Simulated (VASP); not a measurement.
Set up this calculation in VASP 6.6.1, as the native input.

```yaml
Task: relaxation of cell and atoms
Functional: r2SCAN
Potentials_or_basis: VASP PAW PBE potentials, release 64 (Ni)
Cutoff: 600 eV
k_mesh: 11 × 11 × 11
Occupations: fermi-dirac, width 0.05 eV
Spin: collinear spin, antiferromagnetic start
Starting_moments: "[0.8, -0.8] μB"
Dipole_correction: no
Further_INCAR_settings: ALGO = Normal; EDIFF = 1e-07; IBRION = 2; EDIFFG = -0.01; NSW = 80; ISIF = 3
```

The system is Ni.

```
Ni
1.0
     2.79691    0.00000    0.00000
     0.00000    2.79691    0.00000
     0.00000    0.00000    2.79691
Ni
2
Direct
  0.00000 0.00000 0.00000
  0.50000 0.50000 0.50000
```

The input as run:

POSCAR

```
Ni
1.0
    2.7969054095      0.0000000000      0.0000000000
    0.0000000000      2.7969054095      0.0000000000
    0.0000000000      0.0000000000      2.7969054095
Ni
2
Direct
    0.0000000000      0.0000000000      0.0000000000
    0.5000000000      0.5000000000      0.5000000000
```

INCAR.step1

```
SYSTEM = Ni
PREC = Accurate
ENCUT = 600
ISMEAR = -1
SIGMA = 0.05
LREAL = .FALSE.
LASPH = .TRUE.
NELM = 150
ISPIN = 2
MAGMOM = 0.8 -0.8
LMAXMIX = 4
GGA = PE
ALGO = Normal
EDIFF = 1E-4
LWAVE = .TRUE.
LCHARG = .FALSE.
```

INCAR.step2

```
SYSTEM = Ni
PREC = Accurate
ENCUT = 600
EDIFF = 1E-7
ISMEAR = -1
SIGMA = 0.05
LREAL = .FALSE.
LASPH = .TRUE.
NELM = 150
ALGO = Normal
ISIF = 3
LWAVE = .FALSE.
LCHARG = .FALSE.
ISPIN = 2
MAGMOM = 0.8 -0.8
LORBIT = 11
LMAXMIX = 4
METAGGA = R2SCAN
LMIXTAU = .TRUE.
IBRION = 2
NSW = 80
EDIFFG = -0.01
ISTART = 1
```

KPOINTS

```
Automatic mesh
0
G
  11 11 11
  0 0 0
```

Potentials or basis: VASP PAW PBE potentials, release 64 (Ni).

The run is started by

```bash
$ cat potpaw_PBE.64/Ni/POTCAR > POTCAR
$ cp INCAR.step1 INCAR
$ mpirun -np 1 vasp_std > vasp.out
$ cp INCAR.step2 INCAR
$ mpirun -np 1 vasp_std > vasp.out
```

Results of the run:

* Relaxed volume: 10.46 Å³/atom
* Relaxed cell: a = 2.755 Å, b = 2.755 Å, c = 2.755 Å, α = 90.00°, β = 90.00°, γ = 90.00°
* Space group after relaxing (to 0.05 Å): Im-3m (No. 229)
* Energy gained by relaxing: 14.1 meV/atom
* Ionic steps: 3
* Pressure after relaxing: 0.1 GPa
* Band gap on the k mesh: zero (filled and empty bands overlap)
* Net moment: 0.00 μB per cell
* Valence electrons inside the program's atomic spheres: Ni 9.43

Caveat: the PAW data sets were made with another functional, which shifts forces and pressure a little.

It took 7.5 min on 1 thread of Oxide Virtual Turin-like Processor (shared host), peak memory 0.14 GiB.
